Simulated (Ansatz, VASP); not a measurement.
# One calculation of BN, two programs

```
N B
1.0
     0.00000    3.44808    2.13682
     1.23472    0.00000    2.13682
     1.23472    3.44808    0.00000
N B
1 1
Cartesian
  1.2347 3.4481 2.8490
  1.2347 3.4481 0.0002
```

Change from the starting cell: volume scaled by 0.96.

Alike in both runs: task single point; functional PBEsol; k mesh 13 × 13 × 13; occupations fermi-dirac, width 0.05 eV; no spin polarisation.

|  | VASP | Ansatz |
| --- | --- | --- |
| version | VASP 6.6.1 | Ansatz 0.2.0 |
| potentials or method | VASP PAW PBE potentials, release 64 (N, B), cutoff 520 eV | all-electron LAPW, scalar-relativistic |

VASP gave:

- gap on the k mesh at the Fermi level (eV): 3.81
- least direct gap on the mesh (eV): 4.68
- pressure (GPa): 11.1
- traceless stress, the component that is largest in VASP (GPa): -10.81
- rms of the force components (eV/Å): 0.007

**Question.** Estimate Ansatz's values.

**Answer.** gap on the k mesh at the Fermi level (eV): 3.82; least direct gap on the mesh (eV): 4.69; pressure (GPa): 10.7; traceless stress, the component that is largest in VASP (GPa): -10.31; rms of the force components (eV/Å): 0.007.

VASP's potentials were made for PBE, not for PBEsol. Atom by atom the forces differ by 0.000 eV/Å (rms over components). Ansatz ran all-electron here, and VASP with PAW potentials.
